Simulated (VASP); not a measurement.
# Cl in VASP: further runs

The runs below take Cl through single point, with PBE+D3(BJ).

Program: VASP 6.6.1. These are calculated values, not measurements. Logs are shortened: lines on timing, memory, paths and dates and some standing lists are left out, and cuts for length are marked.

### Step 1. The cell of the first run

The cell holds an amorphous packing of atoms, 20 atoms: a = 9.916 Å, b = 9.916 Å, c = 9.916 Å, α = 90.00°, β = 90.00°, γ = 90.00°.

### Step 2. Single point, PBE+D3(BJ)

Input file INCAR:

```
SYSTEM = Cl
  ALGO = Normal
  EDIFF = 1E-6
  ENCUT = 520
  GGA = PE
  ISIF = 2
  ISMEAR = -1
  IVDW = 12
  LASPH = .True.
  LCHARG = .True.
  LELF = .True.
  LREAL = Auto
  LVHAR = .True.
  LWAVE = .False.
  NBANDS = 86
  NELM = 100
  PREC = Accurate
  SIGMA = 0.05
```

Input file KPOINTS:

```
k-points
0
Gamma
  1 1 1
  0 0 0
```

Input file POSCAR:

```
Cl
1.0
    9.9159620000      0.0000000000      0.0000000000
    0.0000000000      9.9159620000      0.0000000000
    0.0000000000      0.0000000000      9.9159620000
Cl
20
Direct
    0.7504996463     -0.0210682089      0.5164568404
    0.8350303007      0.0641297448      0.6793179267
    0.5930078176      0.6874080206      0.2617345801
    0.6917258775      0.5739089262      0.1266439636
    0.2668190882      0.4167214559      0.4428763276
    0.2850762921      0.4296017413      0.2402114998
    0.4253363627      0.8937443736      0.9326022943
    0.4824865166      0.8979697524      0.7348719805
    0.2406976076      0.5346158269      0.9442272233
    0.1142259740      0.6681638687      1.0343588573
    0.4688967140      0.4100344423      0.7607535302
    0.4806258494      0.2078394171      0.7321872342
    0.9277191511      0.8739355841      0.1495861827
    0.8533582119      0.9337121297     -0.0298715341
    0.2939189585      0.0163411038      0.3581755884
    0.2942191676      0.0235845095      0.1552181979
    0.7531943099      0.3794004143      0.4701688549
    0.9575001573      0.3912218205      0.4581730678
    0.8888822919      0.6648971082      0.7045715566
    1.0636347051      0.7336549690      0.6276143278
```

Potentials or basis: VASP PAW PBE potentials, release 64 (Cl).

The run is started by

```
> cat potpaw_PBE.64/Cl/POTCAR > POTCAR
> mpirun -np 1 vasp_gam > vasp.out
```

OUTCAR:

```text
SYSTEM = Cl
   EDIFF = 1E-6
   ENCUT = 520
   GGA = PE
   ISIF = 2
   ISMEAR = -1
   IVDW = 12
   LASPH = .True.
   LREAL = Auto
   NELM = 100
   PREC = Accurate
 IVDW          = 12

 ion  position               nearest neighbor table
   1  0.750  0.979  0.516-   2 2.01
   2  0.835  0.064  0.679-   1 2.01
   3  0.593  0.687  0.262-   4 2.00
   4  0.692  0.574  0.127-   3 2.00
   5  0.267  0.417  0.443-   6 2.02
   6  0.285  0.430  0.240-   5 2.02
[... 12 lines left out ...]
  19  0.889  0.665  0.705-  20 2.01
  20  0.064  0.734  0.628-  19 2.01

  LATTYP: Found a simple cubic cell.
 ALAT       =     9.9159620000

  Lattice vectors:

 A1 = (   9.9159620000,   0.0000000000,   0.0000000000)
 A2 = (   0.0000000000,   9.9159620000,   0.0000000000)
 A3 = (   0.0000000000,   0.0000000000,   9.9159620000)

Analysis of symmetry for initial positions (statically):
=====================================================================
 Subroutine PRICEL returns:
 Original cell was already a primitive cell.

 Routine SETGRP: Setting up the symmetry group for a
 simple cubic supercell.

 Subroutine GETGRP returns: Found  1 space group operations
 (whereof  1 operations were pure point group operations)
 out of a pool of 48 trial point group operations.

The static configuration has the point symmetry C_1 .

Analysis of symmetry for dynamics (positions and initial velocities):
=====================================================================
 Subroutine PRICEL returns:
 Original cell was already a primitive cell.

 Routine SETGRP: Setting up the symmetry group for a
 simple cubic supercell.

 Subroutine GETGRP returns: Found  1 space group operations
 (whereof  1 operations were pure point group operations)
 out of a pool of 48 trial point group operations.

The dynamic configuration has the point symmetry C_1 .

 Subroutine INISYM returns: Found  1 space group operations
 (whereof  1 operations are pure point group operations),
 and found     1 'primitive' translations

----------------------------------------------------------------------------------------

                                     Primitive cell

  volume of cell :     974.9999

  direct lattice vectors                    reciprocal lattice vectors
     9.915962000  0.000000000  0.000000000     0.100847502  0.000000000  0.000000000
     0.000000000  9.915962000  0.000000000     0.000000000  0.100847502  0.000000000
     0.000000000  0.000000000  9.915962000     0.000000000  0.000000000  0.100847502

  length of vectors
     9.915962000  9.915962000  9.915962000     0.100847502  0.100847502  0.100847502

  position of ions in fractional coordinates (direct lattice)
     0.750499646  0.978931791  0.516456840
     0.835030301  0.064129745  0.679317927
     0.593007818  0.687408021  0.261734580
     0.691725877  0.573908926  0.126643964
     0.266819088  0.416721456  0.442876328
     0.285076292  0.429601741  0.240211500
[... 12 lines left out ...]
     0.888882292  0.664897108  0.704571557
     0.063634705  0.733654969  0.627614328

  ion indices of the primitive-cell ions
   primitive index   ion index
                 1           1
                 2           2
                 3           3
                 4           4
                 5           5
                 6           6
[... 12 lines left out ...]
                19          19
                20          20

----------------------------------------------------------------------------------------

 KPOINTS: k-points

Automatic generation of k-mesh.
 Grid dimensions read from file:
 generate k-points for:    1    1    1

 Generating k-lattice:

  Cartesian coordinates                     Fractional coordinates (reciprocal lattice)
     0.100847502  0.000000000  0.000000000     1.000000000  0.000000000  0.000000000
     0.000000000  0.100847502  0.000000000     0.000000000  1.000000000  0.000000000
     0.000000000  0.000000000  0.100847502     0.000000000  0.000000000  1.000000000

  Length of vectors
     0.100847502  0.100847502  0.100847502

  Shift w.r.t. Gamma in fractional coordinates (k-lattice)
     0.000000000  0.000000000  0.000000000

 Subroutine IBZKPT returns following result:
 ===========================================

 Found      1 irreducible k-points:

 Following reciprocal coordinates:
            Coordinates               Weight
  0.000000  0.000000  0.000000      1.000000
   k-points           NKPTS =      1   k-points in BZ     NKDIM =      1   number of bands    NBANDS=     86
   number of dos      NEDOS =    301   number of ions     NIONS =     20
   total plane-waves  NPLWV = 512000
   dimension x,y,z NGX =    80 NGY =   80 NGZ =   80
   dimension x,y,z NGXF=   160 NGYF=  160 NGZF=  160
   ions per type =              20
   NGX,Y,Z   is equivalent  to a cutoff of  13.41, 13.41, 13.41 a.u.
   NGXF,Y,Z  is equivalent  to a cutoff of  26.82, 26.82, 26.82 a.u.
 SYSTEM =  Cl
   PREC   = accura    normal or accurate (medium, high low for compatibility)
   ISTART =      0    job   : 0-new  1-cont  2-samecut
   ICHARG =      2    charge: 1-file 2-atom 10-const
   ISPIN  =      1    spin polarized calculation?
   LNONCOLLINEAR =      F non collinear calculations
   LSORBIT =      F    spin-orbit coupling
   LASPH  =      T    aspherical Exc in radial PAW
   ENCUT  =  520.0 eV  38.22 Ry    6.18 a.u.  18.44 18.44 18.44*2*pi/ulx,y,z
   NELM   =    100;   NELMIN=  2; NELMDL= -5     # of ELM steps
   EDIFF  = 0.1E-05   stopping-criterion for ELM
   LREAL  =      T    real-space projection
   EDIFFG = 0.1E-04   stopping-criterion for IOM
   NSW    =      0    number of steps for IOM
   IBRION =     -1    ionic relax: 0-MD 1-quasi-New 2-CG
   NFREE  =      0    steps in history (QN), initial steepest desc. (CG)
   ISIF   =      2    stress and relaxation
   ISYM   =      2    0-nonsym 1-usesym 2-fastsym
   POTIM  = 0.5000    time-step for ionic-motion
   TEBEG  =    0.0;   TEEND  =   0.0 temperature during run
   PSTRESS=    0.0 pullay stress
   NELECT =     140.0000    total number of electrons
   NUPDOWN=      -1.0000    fix difference up-down
   EMIN   =  10.00;   EMAX   =-10.00  energy-range for DOS
   EFERMI =   0.00;   METHOD = LEGACY
   ISMEAR =    -1;   SIGMA  =   0.05  broadening in eV -4-tet -1-fermi 0-gaus
   EFERMI_NEDOS =   21; number of points for ismear=-14 and -15
   IALGO  =     38    algorithm
   IMIX   =      4    mixing-type and parameters
     AMIX     =   0.40;   BMIX     =  1.00
     AMIX_MAG =   1.60;   BMIX_MAG =  1.00
  volume/ion in A,a.u.               =      48.75       328.98
  Fermi-wavevector in a.u.,A,eV,Ry     =   0.857267  1.619999  9.999007  0.734906
  Thomas-Fermi vector in A             =   1.974294
   LORBIT       =      0    0 simple, 1 ext, 2 COOP (PROOUT), +10 PAW based schemes
   GGA     = PE    functional components
   LHFCALC =     F    Hartree Fock is set to
   AEXX    =    0.0000 exact exchange contribution
   IVDW    =    12    specifies the selected vdW correction
   LEPSILON=     F    determine dielectric tensor
   LRPA    =     F    only Hartree local field effects (RPA)
 non-spin polarized calculation
  energy-cutoff  :      520.00
  volume of cell :      975.00
 maximum number of plane-waves:     13073
 NGX is ok and might be reduce to    80
   NGX = 37   NGY = 37   NGZ = 37

 number of electron     140.0000002 magnetization

 Free energy of the ion-electron system (eV)
  ---------------------------------------------------
  ext. energy  EPLUGINS =         0.00000000
  ---------------------------------------------------
  free energy    TOTEN  =       -36.48000119 eV

  energy without entropy =      -36.48000118  energy(sigma->0) =      -36.48000119

 E-fermi :  -2.1583     XC(G=0):  -5.5482

 val. band max:       -3.1800919749   @ k =   0.0000   0.0000   0.0000
 cond. band min:      -1.1638544737   @ k =   0.0000   0.0000   0.0000
 fundamental gap:      2.0162375012
 Fermi energy:        -2.1583247953

 k-point     1 :       0.0000    0.0000    0.0000
  band No.  band energies     occupation
      1     -19.8602      2.00000
      2     -19.8353      2.00000
      3     -19.7351      2.00000
      4     -19.6949      2.00000
      5     -19.6106      2.00000
      6     -19.5608      2.00000
[... 74 lines left out ...]
     81       2.5816      0.00000
     82       3.8315      0.00000
 [bands above 82 left out]

------------------------ aborting loop because EDIFF is reached ----------------------------------------

 Edisp (eV)   -1.63838

 E8    (eV) :    -0.5309

  FORCE on cell =-STRESS in cart. coord.  units (eV):
  Direction    XX          YY          ZZ          XY          YZ          ZX
  --------------------------------------------------------------------------------------
  -------------------------------------------------------------------------------------
  Total      -3.69884    -2.63575    -4.69374    -0.15174    -0.17883     0.32911
  in kB      -6.07815    -4.33122    -7.71303    -0.24935    -0.29387     0.54081
  external pressure =       -6.04 kB  Pullay stress =        0.00 kB

 VOLUME and BASIS-vectors are now :
 -----------------------------------------------------------------------------
  energy-cutoff  :      520.00
  volume of cell :      975.00
      direct lattice vectors                 reciprocal lattice vectors
     9.915962000  0.000000000  0.000000000     0.100847502  0.000000000  0.000000000
     0.000000000  9.915962000  0.000000000     0.000000000  0.100847502  0.000000000
     0.000000000  0.000000000  9.915962000     0.000000000  0.000000000  0.100847502

 POSITION                                       TOTAL-FORCE (eV/Angst)
 -----------------------------------------------------------------------------------
      7.44193      9.70705      5.12117         0.096780      0.108944      0.211745
      8.28013      0.63591      6.73609        -0.104455     -0.111351     -0.213468
      5.88024      6.81631      2.59535         0.091478     -0.107105     -0.155742
      6.85913      5.69086      1.25580        -0.127598      0.137315      0.144762
      2.64577      4.13219      4.39154         0.039519     -0.005506     -0.243711
      2.82681      4.25991      2.38193        -0.030692     -0.011683      0.241320
[... 12 lines left out ...]
      8.81412      6.59309      6.98650         0.311564      0.116795     -0.145233
      0.63100      7.27489      6.22340        -0.309898     -0.112836      0.144434
 -----------------------------------------------------------------------------------
    total drift:                               -0.001902      0.001731     -0.000652

  FREE ENERGIE OF THE ION-ELECTRON SYSTEM (eV)
  ---------------------------------------------------
  free  energy   TOTEN  =       -38.1183825192 eV

  energy  without entropy=      -38.1183825094  energy(sigma->0) =      -38.11838251
```

It took 2.2 min on 1 thread of Intel Xeon Platinum 8488C (Sapphire Rapids), shared host; peak memory 0.81 GiB.

What came out:

* Free energy: -38.1184 eV
* Pressure: -0.6 GPa
* Largest force: 0.420 eV/Å
* Band gap on the k mesh: 2.02 eV
* Dispersion energy per atom: -0.082 eV

Forces on the atoms (eV/Å):
```
Cl   0.097  0.109  0.212
Cl  -0.104 -0.111 -0.213
Cl   0.091 -0.107 -0.156
Cl  -0.128  0.137  0.145
Cl   0.040 -0.006 -0.244
Cl  -0.031 -0.012  0.241
Cl   0.110  0.036 -0.404
Cl  -0.095 -0.044  0.371
Cl  -0.078  0.108  0.080
Cl   0.097 -0.099 -0.093
Cl   0.023 -0.248 -0.038
Cl  -0.032  0.245  0.048
Cl  -0.106  0.088 -0.187
Cl   0.093 -0.070  0.186
Cl  -0.007  0.004 -0.180
Cl   0.028 -0.034  0.240
Cl   0.318  0.028 -0.025
Cl  -0.319 -0.029  0.018
Cl   0.312  0.117 -0.145
Cl  -0.310 -0.113  0.144
```

Stress tensor (GPa, compression positive):
```
-0.61 -0.02  0.05
-0.02 -0.43 -0.03
 0.05 -0.03 -0.77
```

Levels at points of the mesh, in eV from the valence-band top:
```
           k point  band 68  band 69  band 70  band 71  band 72  band 73
(0.00, 0.00, 0.00)    -0.12    -0.03     0.00     2.02     2.27     2.55
```

Caveat: the k points lie up to 0.63 Å⁻¹ apart.

### Step 3. Single point, PBE+D3(BJ)

Input file INCAR:

```
SYSTEM = Cl
ALGO = Normal
EDIFF = 1E-6
ENCUT = 520
GGA = PE
ISIF = 2
ISMEAR = -1
IVDW = 12
LASPH = .TRUE.
LCHARG = .FALSE.
LREAL = Auto
LWAVE = .FALSE.
NBANDS = 86
NELM = 60
PREC = Accurate
SIGMA = 0.05
```

Input file KPOINTS:

```
k-points
0
G
  1 1 1
  0 0 0
```

Input file POSCAR:

```
Cl
1.0
    9.9159620000      0.0000000000      0.0000000000
    0.0000000000      9.9159620000      0.0000000000
    0.0000000000      0.0000000000      9.9159620000
Cl
20
Direct
    0.7584135558      0.0275212834      0.4989329326
    0.8697290288      0.0600849418      0.6884153045
    0.5193948908      0.7066787872      0.2295490846
    0.6711098732      0.6210794273      0.1373946371
    0.2874052966      0.3596726167      0.4574442702
    0.2468242617      0.4405523135      0.2714613065
    0.4458064684      0.8717459789      0.9219075265
    0.5182553140      0.9460605033      0.7588371153
    0.2534499426      0.5229043839      0.9158566763
    0.1322110754      0.6232779028      1.0594937738
    0.4383840922      0.4464115534      0.7465538896
    0.4458367226      0.2426189209      0.7243271001
    0.9253565110      0.8751647092      0.1202404769
    0.8425808812      0.9148986251     -0.0666904532
    0.2934763163      0.0041145781      0.3308705701
    0.2913383492      0.0001109323      0.1373038743
    0.7699303406      0.3749510133      0.4619824078
    0.9806411118      0.3916211054      0.4831906375
    0.8943459041      0.7171064189      0.6896355593
    1.0763756457      0.6988933600      0.6304884992
```

Potentials or basis: VASP PAW PBE potentials, release 64 (Cl).

The run is started by

```
> cat potpaw_PBE.64/Cl/POTCAR > POTCAR
> mpirun -np 1 vasp_gam > vasp.out
```

Run time: 2.4 min. Hardware: 1 thread of Intel Xeon Platinum 8488C (Sapphire Rapids), shared host; peak memory 0.82 GiB.

It converged, with:

```yaml
Free_energy: -36.9519 eV
Pressure: 0.1 GPa
Largest_force: 2.227 eV/Å
Band_gap_on_the_k_mesh: 1.06 eV
Dispersion_energy_per_atom: -0.084 eV
```

Forces on the atoms (eV/Å):
```
Cl   1.075  0.255  1.813
Cl  -1.204 -0.255 -1.857
Cl  -0.609  0.365  0.390
Cl   0.566 -0.415 -0.384
Cl  -0.115  0.186 -0.649
Cl   0.081 -0.110  0.581
Cl  -0.607 -0.660  1.334
Cl   0.709  0.548 -1.738
Cl  -0.391  0.537  0.665
Cl   0.361 -0.414 -0.645
Cl   0.156 -0.371 -0.127
Cl   0.093  0.220  0.136
Cl  -0.439  0.249 -0.613
Cl   0.508  0.083  1.005
Cl  -0.068  0.029  1.804
Cl  -0.066  0.025 -1.510
Cl   1.248  0.285  0.125
Cl  -1.387 -0.280 -0.082
Cl  -1.788 -0.203  0.363
Cl   1.877 -0.072 -0.610
```

Stress tensor (GPa, compression positive):
```
-0.12 -0.11 -1.02
-0.11  0.07 -0.01
-1.02 -0.01  0.31
```

Levels at points of the mesh, in eV from the valence-band top:
```tsv
k point	band 68	band 69	band 70	band 71	band 72	band 73
(0.00, 0.00, 0.00)	-0.20	-0.11	0.00	1.06	1.82	2.12
```

Caveat: the k points lie up to 0.63 Å⁻¹ apart.
